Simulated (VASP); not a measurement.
WC:

```xyz
2
Lattice="0.0000 2.1927 2.1927 2.1927 0.0000 2.1927 2.1927 2.1927 0.0000" Properties=species:S:1:pos:R:3 pbc="T T T"
W     0.0000    0.0000    0.0000
C     2.1927    2.1927    2.1927
```

```yaml
Program: VASP 6.6.1
Task: relaxation of cell and atoms
Functional: PBEsol
Potentials_or_basis: VASP PAW PBE potentials, release 64 (W_sv, C)
Cutoff: 600 eV
k_mesh: 11 × 11 × 11
Occupations: methfessel-paxton, width 0.2 eV
Spin: no spin polarisation
```

At the start: pressure -9.1 GPa; volume 10.54 Å³/atom.

**Question.** Where does the relaxation end?

**Answer.** Over 3 steps the energy falls by 7.4 meV/atom and the volume is 10.29 Å³/atom (-2.4 %); space group Fm-3m (No. 225, to 0.1 Å) before and after.

Step by step:
```
step  energy change (eV)  largest force (eV/Å)  pressure (GPa)  volume (Å³)
   1              0.0000                0.0000           -9.07        21.08
   2              0.0897                0.0000           28.16        19.32
   3             -0.0147                0.0000           -0.20        20.59
```

Final structure:
```
CELL_PARAMETERS angstrom
0.00000 2.17526 2.17526
2.17526 0.00000 2.17526
2.17526 2.17526 0.00000
ATOMIC_POSITIONS crystal
W 0.00000 0.00000 0.00000
C 0.50000 0.50000 0.50000
```

Caveat: the highest band is partly filled, so the run has too few bands; the PAW data sets were made with another functional, which shifts forces and pressure a little.
